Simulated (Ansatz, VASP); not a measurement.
## AlAs: VASP beside Ansatz

```
Al As
1.0
     0.00000    2.83720    2.83720
     2.83720    0.00000    2.83720
     2.83720    2.83720    0.00000
Al As
1 1
Direct
  0.00000 0.00000 0.00000
  0.25000 0.25000 0.25000
```

Alike in both runs: task single point; functional PBEsol; k mesh 6 × 6 × 6; occupations gaussian, width 0.02 eV; no spin polarisation.

|  | VASP | Ansatz |
| --- | --- | --- |
| version | VASP 6.6.1 | Ansatz 0.2.0 |
| potentials or method | VASP PAW PBE potentials, release 64 (Al, As), cutoff 500 eV | scalar-relativistic, plane waves, PAW |
| valence electrons in the cell | 8 | 18 |

```tsv
	VASP	Ansatz	Ansatz less VASP
gap on the k mesh at the Fermi level (eV)	1.33	1.34	+0.012
least direct gap on the mesh (eV)	1.92	1.91	-0.014
pressure (GPa)	0.3	0.0	-0.28
```

VASP's potentials were made for PBE, not for PBEsol, and Ansatz warns of the same on its side. VASP's potentials hold 8 valence electrons a cell and Ansatz's 18, so a difference there can come from the potentials and not from the codes.
